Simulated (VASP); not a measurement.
# Sn5PbS6 (P4/mmm) in VASP: single point with PBE

Aim: the single point of Sn5PbS6 with PBE.

All numbers are computed with VASP 6.6.1; they aren't measurements. Logs are shortened: lines on timing, memory, paths and dates and some standing lists are left out, and cuts for length are marked.

## 1. The cell of the first run

It takes space group P4/mmm (No. 123, tetragonal). The conventional cell has a = 4.155 Å, b = 4.155 Å, c = 17.632 Å, α = 90.00°, β = 90.00°, γ = 90.00°. Sn (site symmetry 4mm) has 6 S at 2.89 to 2.94 Å within 3.8 Å. Within 3.8 Å of Sn (site symmetry 4mm) lie 6 S at 2.91 to 2.97 Å. Sn (site symmetry 4/mmm) has 6 S at 2.93 to 2.94 Å within 3.9 Å. Pb (site symmetry 4/mmm) has 6 S at 2.94 to 3.01 Å within 3.9 Å. Within 3.8 Å of S (site symmetry 4mm) lie 5 Sn at 2.89 to 2.94 Å and 1 Pb at 3.01 Å. Within 3.9 Å of S (site symmetry 4/mmm) lie 4 Pb at 2.94 Å and 2 Sn at 2.97 Å. Within 3.8 Å of S (site symmetry 4mm) lie 6 Sn at 2.91 to 2.94 Å. Within 3.9 Å of S (site symmetry 4/mmm) lie 6 Sn at 2.92 to 2.94 Å.

## 2. Single point, PBE

File INCAR:

```
SYSTEM = Sn5PbS6
PREC = Accurate ; ENCUT = 520
EDIFF = 1E-6 ; ISMEAR = 0
SIGMA = 0.02 ; LREAL = .FALSE.
LASPH = .TRUE. ; NELM = 60
ALGO = Normal ; ISIF = 2
LWAVE = .FALSE. ; LCHARG = .TRUE.
GGA = PE ; LELF = .TRUE.
LVHAR = .TRUE. ; NBANDS = 72
```

File KPOINTS:

```
regular mesh
0
G
  8 8 2
  0 0 0
```

File POSCAR:

```
Sn5PbS6
1.0
    4.1551002230      0.0000000000      0.0000000000
    0.0000000000      4.1551002230      0.0000000000
    0.0000000000      0.0000000000     17.6315764652
Sn Pb S
5 1 6
Direct
    0.0000000000      0.0000000000      0.6658469020
    0.5000000000      0.5000000000      0.8314159680
    0.5000000000      0.5000000000      0.1685840320
    0.0000000000      0.0000000000      0.3341530980
    0.5000000000      0.5000000000      0.5000000000
    0.0000000000      0.0000000000      0.0000000000
    0.0000000000      0.0000000000      0.8294913787
    0.5000000000      0.5000000000      0.0000000000
    0.0000000000      0.0000000000      0.1705086213
    0.5000000000      0.5000000000      0.3336355504
    0.0000000000      0.0000000000      0.5000000000
    0.5000000000      0.5000000000      0.6663644496
```

Potentials or basis: VASP PAW PBE potentials, release 64 (Sn_d, Pb_d, S).

Command:

```
cat potpaw_PBE.64/Sn_d/POTCAR potpaw_PBE.64/Pb_d/POTCAR potpaw_PBE.64/S/POTCAR > POTCAR
mpirun -np 1 vasp_std > vasp.out
```

OUTCAR:

```text
SYSTEM = Sn5PbS6
   PREC = Accurate
   ENCUT = 520
   EDIFF = 1E-6
   ISMEAR = 0
   LREAL = .FALSE.
   LASPH = .TRUE.
   NELM = 60
   ISIF = 2
   GGA = PE

 ion  position               nearest neighbor table
   1  0.000  0.000  0.666-   7 2.89  11 2.92  12 2.94  12 2.94  12 2.94  12 2.94
   2  0.500  0.500  0.831-  12 2.91   7 2.94   7 2.94   7 2.94   7 2.94   8 2.97
   3  0.500  0.500  0.169-  10 2.91   9 2.94   9 2.94   9 2.94   9 2.94   8 2.97
   4  0.000  0.000  0.334-   9 2.89  11 2.92  10 2.94  10 2.94  10 2.94  10 2.94
   5  0.500  0.500  0.500-  10 2.93  12 2.93  11 2.94  11 2.94  11 2.94  11 2.94
   6  0.000  0.000  0.000-   8 2.94   8 2.94   8 2.94   8 2.94   9 3.01   7 3.01
   7  0.000  0.000  0.829-   1 2.89   2 2.94   2 2.94   2 2.94   2 2.94   6 3.01
   8  0.500  0.500  0.000-   6 2.94   6 2.94   6 2.94   6 2.94   2 2.97   3 2.97
   9  0.000  0.000  0.171-   4 2.89   3 2.94   3 2.94   3 2.94   3 2.94   6 3.01
  10  0.500  0.500  0.334-   3 2.91   5 2.93   4 2.94   4 2.94   4 2.94   4 2.94
  11  0.000  0.000  0.500-   1 2.92   4 2.92   5 2.94   5 2.94   5 2.94   5 2.94
  12  0.500  0.500  0.666-   2 2.91   5 2.93   1 2.94   1 2.94   1 2.94   1 2.94

  LATTYP: Found a simple tetragonal cell.
 ALAT       =     4.1551002230
 C/A-ratio  =     4.2433576855

  Lattice vectors:

 A1 = (   4.1551002230,   0.0000000000,   0.0000000000)
 A2 = (   0.0000000000,   4.1551002230,   0.0000000000)
 A3 = (   0.0000000000,   0.0000000000,  17.6315764652)

Analysis of symmetry for initial positions (statically):
=====================================================================
 Subroutine PRICEL returns:
 Original cell was already a primitive cell.

 Routine SETGRP: Setting up the symmetry group for a
 simple tetragonal supercell.

 Subroutine GETGRP returns: Found 16 space group operations
 (whereof 16 operations were pure point group operations)
 out of a pool of 16 trial point group operations.

The static configuration has the point symmetry D_4h.

Analysis of symmetry for dynamics (positions and initial velocities):
=====================================================================
 Subroutine PRICEL returns:
 Original cell was already a primitive cell.

 Routine SETGRP: Setting up the symmetry group for a
 simple tetragonal supercell.

 Subroutine GETGRP returns: Found 16 space group operations
 (whereof 16 operations were pure point group operations)
 out of a pool of 16 trial point group operations.

The dynamic configuration has the point symmetry D_4h.

 Subroutine INISYM returns: Found 16 space group operations
 (whereof 16 operations are pure point group operations),
 and found     1 'primitive' translations

----------------------------------------------------------------------------------------

                                     Primitive cell

  volume of cell :     304.4067

  direct lattice vectors                    reciprocal lattice vectors
     4.155100223  0.000000000  0.000000000     0.240668082  0.000000000  0.000000000
     0.000000000  4.155100223  0.000000000     0.000000000  0.240668082  0.000000000
     0.000000000  0.000000000 17.631576465     0.000000000  0.000000000  0.056716426

  length of vectors
     4.155100223  4.155100223 17.631576465     0.240668082  0.240668082  0.056716426

  position of ions in fractional coordinates (direct lattice)
     0.000000000  0.000000000  0.665846902
     0.500000000  0.500000000  0.831415968
     0.500000000  0.500000000  0.168584032
     0.000000000  0.000000000  0.334153098
     0.500000000  0.500000000  0.500000000
     0.000000000  0.000000000  0.000000000
     0.000000000  0.000000000  0.829491379
     0.500000000  0.500000000  0.000000000
     0.000000000  0.000000000  0.170508621
     0.500000000  0.500000000  0.333635550
     0.000000000  0.000000000  0.500000000
     0.500000000  0.500000000  0.666364450

  ion indices of the primitive-cell ions
   primitive index   ion index
                 1           1
                 2           2
                 3           3
                 4           4
                 5           5
                 6           6
                 7           7
                 8           8
                 9           9
                10          10
                11          11
                12          12

----------------------------------------------------------------------------------------

 KPOINTS: regular mesh

Automatic generation of k-mesh.
 Grid dimensions read from file:
 generate k-points for:    8    8    2

 Generating k-lattice:

  Cartesian coordinates                     Fractional coordinates (reciprocal lattice)
     0.030083510  0.000000000  0.000000000     0.125000000  0.000000000  0.000000000
     0.000000000  0.030083510  0.000000000     0.000000000  0.125000000  0.000000000
     0.000000000  0.000000000  0.028358213     0.000000000  0.000000000  0.500000000

  Length of vectors
     0.030083510  0.030083510  0.028358213

  Shift w.r.t. Gamma in fractional coordinates (k-lattice)
     0.000000000  0.000000000  0.000000000

 Subroutine IBZKPT returns following result:
 ===========================================

 Found     30 irreducible k-points:

 Following reciprocal coordinates:
            Coordinates               Weight
  0.000000  0.000000  0.000000      1.000000
  0.125000  0.000000  0.000000      4.000000
  0.250000  0.000000  0.000000      4.000000
  0.375000  0.000000  0.000000      4.000000
  0.500000  0.000000  0.000000      2.000000
  0.125000  0.125000  0.000000      4.000000
[... 16 lines left out ...]
  0.375000  0.125000  0.500000      8.000000
  0.500000  0.125000  0.500000      4.000000
 [... further k-points ...]
   k-points           NKPTS =     30   k-points in BZ     NKDIM =     30   number of bands    NBANDS=     72
   number of dos      NEDOS =    301   number of ions     NIONS =     12
   total plane-waves  NPLWV = 143360
   dimension x,y,z NGX =    32 NGY =   32 NGZ =  140
   dimension x,y,z NGXF=    64 NGYF=   64 NGZF=  280
   ions per type =               5   1   6
   NGX,Y,Z   is equivalent  to a cutoff of  12.80, 12.80, 13.20 a.u.
   NGXF,Y,Z  is equivalent  to a cutoff of  25.61, 25.61, 26.40 a.u.
 SYSTEM =  Sn5PbS6
   PREC   = accura    normal or accurate (medium, high low for compatibility)
   ISTART =      0    job   : 0-new  1-cont  2-samecut
   ICHARG =      2    charge: 1-file 2-atom 10-const
   ISPIN  =      1    spin polarized calculation?
   LNONCOLLINEAR =      F non collinear calculations
   LSORBIT =      F    spin-orbit coupling
   LASPH  =      T    aspherical Exc in radial PAW
   ENCUT  =  520.0 eV  38.22 Ry    6.18 a.u.   7.73  7.73 32.78*2*pi/ulx,y,z
   NELM   =     60;   NELMIN=  2; NELMDL= -5     # of ELM steps
   EDIFF  = 0.1E-05   stopping-criterion for ELM
   LREAL  =      F    real-space projection
   EDIFFG = 0.1E-04   stopping-criterion for IOM
   NSW    =      0    number of steps for IOM
   IBRION =     -1    ionic relax: 0-MD 1-quasi-New 2-CG
   NFREE  =      0    steps in history (QN), initial steepest desc. (CG)
   ISIF   =      2    stress and relaxation
   ISYM   =      2    0-nonsym 1-usesym 2-fastsym
   POTIM  = 0.5000    time-step for ionic-motion
   TEBEG  =    0.0;   TEEND  =   0.0 temperature during run
   PSTRESS=    0.0 pullay stress
   NELECT =     120.0000    total number of electrons
   NUPDOWN=      -1.0000    fix difference up-down
   EMIN   =  10.00;   EMAX   =-10.00  energy-range for DOS
   EFERMI =   0.00;   METHOD = LEGACY
   ISMEAR =     0;   SIGMA  =   0.02  broadening in eV -4-tet -1-fermi 0-gaus
   EFERMI_NEDOS =   21; number of points for ismear=-14 and -15
   IALGO  =     38    algorithm
   IMIX   =      4    mixing-type and parameters
     AMIX     =   0.40;   BMIX     =  1.00
     AMIX_MAG =   1.60;   BMIX_MAG =  1.00
  volume/ion in A,a.u.               =      25.37       171.19
  Fermi-wavevector in a.u.,A,eV,Ry     =   1.200376  2.268381 19.604659  1.440902
  Thomas-Fermi vector in A             =   2.336213
   LORBIT       =      0    0 simple, 1 ext, 2 COOP (PROOUT), +10 PAW based schemes
   GGA     = PE    functional components
   LHFCALC =     F    Hartree Fock is set to
   AEXX    =    0.0000 exact exchange contribution
   IVDW    =     0    specifies the selected vdW correction
   LEPSILON=     F    determine dielectric tensor
   LRPA    =     F    only Hartree local field effects (RPA)
 non-spin polarized calculation
 Gauss-broadening in eV      SIGMA  =   0.02
  energy-cutoff  :      520.00
  volume of cell :      304.41
 maximum number of plane-waves:      8228
 NGX is ok and might be reduce to    32
   NGX = 15   NGY = 15   NGZ = 65

 number of electron     119.9999949 magnetization

 Free energy of the ion-electron system (eV)
  ---------------------------------------------------
  ext. energy  EPLUGINS =         0.00000000
  ---------------------------------------------------
  free energy    TOTEN  =       -52.62987717 eV

  energy without entropy =      -52.62987717  energy(sigma->0) =      -52.62987717

 E-fermi :   6.4304     XC(G=0):  -9.6670

 val. band max:        6.2691290521   @ k =   0.5000   0.0000   0.5000
 cond. band min:       6.5229341933   @ k =   0.5000   0.0000   0.5000
 fundamental gap:      0.2538051412
 Fermi energy:         6.4303810850

 k-point     1 :       0.0000    0.0000    0.0000
  band No.  band energies     occupation
      1     -15.4982      2.00000
      2     -15.4931      2.00000
      3     -15.4798      2.00000
      4     -15.4796      2.00000
      5     -15.4796      2.00000
      6     -15.4794      2.00000
[... 64 lines left out ...]
     71      10.6244      0.00000
     72      10.8407      0.00000

 k-point     2 :       0.1250    0.0000    0.0000
  band No.  band energies     occupation
      1     -15.4965      2.00000
      2     -15.4909      2.00000
      3     -15.4803      2.00000
      4     -15.4795      2.00000
      5     -15.4785      2.00000
      6     -15.4785      2.00000
[... 64 lines left out ...]
     71      10.0214      0.00000
     72      10.1564      0.00000

 k-point     3 :       0.2500    0.0000    0.0000
  band No.  band energies     occupation
      1     -15.4938      2.00000
      2     -15.4845      2.00000
      3     -15.4816      2.00000
      4     -15.4793      2.00000
      5     -15.4793      2.00000
      6     -15.4770      2.00000
[... 1564 lines left out ...]
     71       9.2382      0.00000
     72       9.3421      0.00000

 k-point    24 :       0.5000    0.1250    0.5000
  band No.  band energies     occupation
      1     -15.4892      2.00000
      2     -15.4871      2.00000
      3     -15.4838      2.00000
      4     -15.4805      2.00000
      5     -15.4745      2.00000
      6     -15.4728      2.00000
[... 64 lines left out ...]
     71       8.8747      0.00000
     72       8.9154      0.00000

 [... further k-points ...]

------------------------ aborting loop because EDIFF is reached ----------------------------------------

  FORCE on cell =-STRESS in cart. coord.  units (eV):
  Direction    XX          YY          ZZ          XY          YZ          ZX
  --------------------------------------------------------------------------------------
  -------------------------------------------------------------------------------------
  Total       -0.1100875     -0.1100875     -0.1042995      0.0000000      0.0000000      0.0000000
  in kB       -0.5794211     -0.5794211     -0.5489576      0.0000000      0.0000000      0.0000000
  external PRESSURE =      -0.5692666 kB  Pullay stress =       0.0000000 kB

 VOLUME and BASIS-vectors are now :
 -----------------------------------------------------------------------------
  energy-cutoff  :      520.00
  volume of cell :      304.41
      direct lattice vectors                 reciprocal lattice vectors
     4.155100223  0.000000000  0.000000000     0.240668082  0.000000000  0.000000000
     0.000000000  4.155100223  0.000000000     0.000000000  0.240668082  0.000000000
     0.000000000  0.000000000 17.631576465     0.000000000  0.000000000  0.056716426

 POSITION                                       TOTAL-FORCE (eV/Angst)
 -----------------------------------------------------------------------------------
      0.00000      0.00000     11.73993        -0.000000     -0.000000     -0.000580
      2.07755      2.07755     14.65917        -0.000000     -0.000000      0.000920
      2.07755      2.07755      2.97240        -0.000000      0.000000     -0.000920
      0.00000      0.00000      5.89165        -0.000000     -0.000000      0.000580
      2.07755      2.07755      8.81579        -0.000000     -0.000000      0.000000
      0.00000      0.00000      0.00000        -0.000000     -0.000000      0.000000
      0.00000      0.00000     14.62524        -0.000000     -0.000000      0.001468
      2.07755      2.07755      0.00000        -0.000000     -0.000000      0.000000
      0.00000      0.00000      3.00634        -0.000000     -0.000000     -0.001468
      2.07755      2.07755      5.88252         0.000000      0.000000      0.000305
      0.00000      0.00000      8.81579        -0.000000     -0.000000      0.000000
      2.07755      2.07755     11.74906        -0.000000      0.000000     -0.000305
 -----------------------------------------------------------------------------------
    total drift:                                0.000000     -0.000000      0.000000

  FREE ENERGIE OF THE ION-ELECTRON SYSTEM (eV)
  ---------------------------------------------------
  free  energy   TOTEN  =       -52.6298771716 eV

  energy  without entropy=      -52.6298771716  energy(sigma->0) =      -52.62987717
```

It took 14 min on 1 thread of Intel Xeon Platinum 8259CL at 2.50GHz (Skylake/Cascade Lake), shared host; peak memory 0.7 GiB.

What came out:

```
Free energy            : -52.6299 eV
Pressure               : -0.1 GPa
Band gap on the k mesh : 0.25 eV
```

Caveat: spin-orbit coupling is left out, which moves the levels of the heavy elements.
